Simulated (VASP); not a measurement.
Here is a VASP 6.6.1 calculation.

INCAR

```
ALGO = Normal
EDIFF = 1E-6
EDIFFG = -0.01
ENCUT = 600
GGA = PS
IBRION = 2
ISIF = 3
ISMEAR = -1
IVDW = 12
LASPH = T
LCHARG = F
LREAL = F
LWAVE = F
NELM = 60
NSW = 60
PREC = Accurate
SIGMA = 0.05
```

The input KPOINTS:

```
k-points
0
Gamma
  11 11 6
```

Contents of POSCAR:

```
Ir
1.0
    2.7513778946      0.0000000000      0.0000000000
   -1.3756889473      2.3827631521      0.0000000000
    0.0000000000      0.0000000000      4.4622900000
Ir
2
Direct
    0.3333333333      0.6666666667      0.2500000000
    0.6666666667      0.3333333333      0.7500000000
```

Potentials or basis: VASP PAW PBE potentials, release 64 (Ir).

Run with:

```sh
$ cat potpaw_PBE.64/Ir/POTCAR > POTCAR
$ mpirun -np 1 vasp_std > vasp.out
```

Task: Predict the relaxed cell.

Result: a = 2.703 Å, b = 2.703 Å, c = 4.383 Å, α = 90.00°, β = 90.00°, γ = 120.00°.

Task: What does it give for the band gap on the k mesh?

Result: Zero (bands 9 and 10 overlap by 3.39 eV).

Final structure:
```yaml
crystal:
  lattice:
    - [2.70298, 0.00000, 0.00000]
    - [-1.35149, 2.34085, 0.00000]
    - [0.00000, 0.00000, 4.38276]
  atoms:
    - { symbol: Ir, position: [0.33333, 0.66667, 0.25000] }
    - { symbol: Ir, position: [0.66667, 0.33333, 0.75000] }
```

Caveat: spin-orbit coupling is left out, which moves the levels of the heavy elements.
